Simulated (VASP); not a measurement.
Set up this calculation in VASP 6.6.1, as the native input.

```yaml
Task: relaxation of cell and atoms
Functional: PBE
Potentials_or_basis: VASP PAW PBE potentials, release 64 (Sm_3, H), 4f in core
Cutoff: 500 eV
k_mesh: 8 × 8 × 8
Occupations: gaussian, width 0.1 eV
Spin: no spin polarisation
Dipole_correction: no
Mended: yes
Further_INCAR_settings: ALGO = Normal; EDIFF = 1e-07; IBRION = 2; EDIFFG = -0.01; NSW = 100; ISIF = 3
```

The structure of Sm3H2 lies in POSCAR:

```
Sm3H2
1.0
    4.8207145612      0.0000000000      0.0000000000
    0.0000000000      4.8207145612      0.0000000000
    0.0000000000      0.0000000000      4.8207145612
Sm H
3 2
Direct
    0.0000000000      0.5000000000      0.5000000000
    0.5000000000      0.0000000000      0.5000000000
    0.5000000000      0.5000000000      0.0000000000
    0.5000000000      0.5000000000      0.5000000000
    0.0000000000      0.0000000000      0.0000000000
```

The cell was built from a structure type or drawn by symmetry, and may not be a known phase.

One way to write it, as run:

INCAR

```
SYSTEM = Sm3H2
PREC = Accurate ; ENCUT = 500
EDIFF = 1E-7 ; ISMEAR = 0
SIGMA = 0.1 ; LREAL = .False.
LASPH = .True. ; NELM = 200
ALGO = Normal ; ISIF = 3
LWAVE = .False. ; LCHARG = .False.
GGA = PE ; IBRION = 2
NSW = 100 ; EDIFFG = -0.01
GGA_COMPAT = .False. ; NELMIN = 4
LMAXMIX = 6
```

KPOINTS

```
Automatic mesh
0
Gamma
  8 8 8
  0 0 0
```

Potentials or basis: VASP PAW PBE potentials, release 64 (Sm_3, H), 4f in core.

Launch:

```console
$ cat potpaw_PBE.64/Sm_3/POTCAR potpaw_PBE.64/H/POTCAR > POTCAR
$ mpirun -np 1 vasp_std > vasp.out
```

It gave:

The relaxed volume is 22.55 Å³/atom and the relaxed cell is a = 4.831 Å, b = 4.831 Å, c = 4.831 Å, α = 90.00°, β = 90.00°, γ = 90.00°. The space group after relaxing (to 0.1 Å) is Pm-3m (No. 221), the energy gained by relaxing is 0.2 meV/atom and the ionic steps are 2. The pressure after relaxing is 0.1 GPa. The band gap on the k mesh is zero (an odd number of electrons rules out a gap without spin polarisation).

Caveat: spin-orbit coupling is left out, which moves the levels of the heavy elements; the 4f electrons are frozen in the core, so they carry no moment and show no levels.

It took 88 s on 1 thread of AMD EPYC 9R45 96-Core Processor (Zen 5), on a shared host, peak memory 0.22 GiB.
